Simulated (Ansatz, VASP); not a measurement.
C in VASP and in Ansatz

```
C
1.0
     0.02485    1.79995    1.79995
     1.79995    0.02485    1.79995
     1.79995    1.79995    0.02485
C
2
Direct
  0.00009 0.00009 0.00009
  0.24991 0.24991 0.24991
```

Change from the starting cell: strained cell.

Alike in both runs: functional PBEsol; k mesh 9 × 9 × 9; occupations gaussian, width 0.02 eV; no spin polarisation.

Ansatz relaxed the structure, and its values are those at the end. VASP's run is a single point on that final structure, the one shown.

|  | VASP | Ansatz |
| --- | --- | --- |
| version | VASP 6.6.1 | Ansatz 0.2.0 |
| potentials or method | VASP PAW PBE potentials, release 64 (C), cutoff 600 eV | scalar-relativistic, plane waves, PAW |
| valence electrons in the cell | 8 | 8 |

|  | VASP | Ansatz | Ansatz less VASP |
| --- | --- | --- | --- |
| gap on the k mesh at the Fermi level (eV) | 3.99 | 4.00 | +0.005 |
| least direct gap on the mesh (eV) | 5.08 | 5.08 | 0.000 |
| pressure (GPa) | -7.1 | -7.6 | -0.43 |
| rms of the force components (eV/Å) | 0.005 | 0.001 | -0.0045 |

VASP's potentials were made for PBE, not for PBEsol, and Ansatz warns of the same on its side. Ansatz's warnings: stress scf threshold loose.
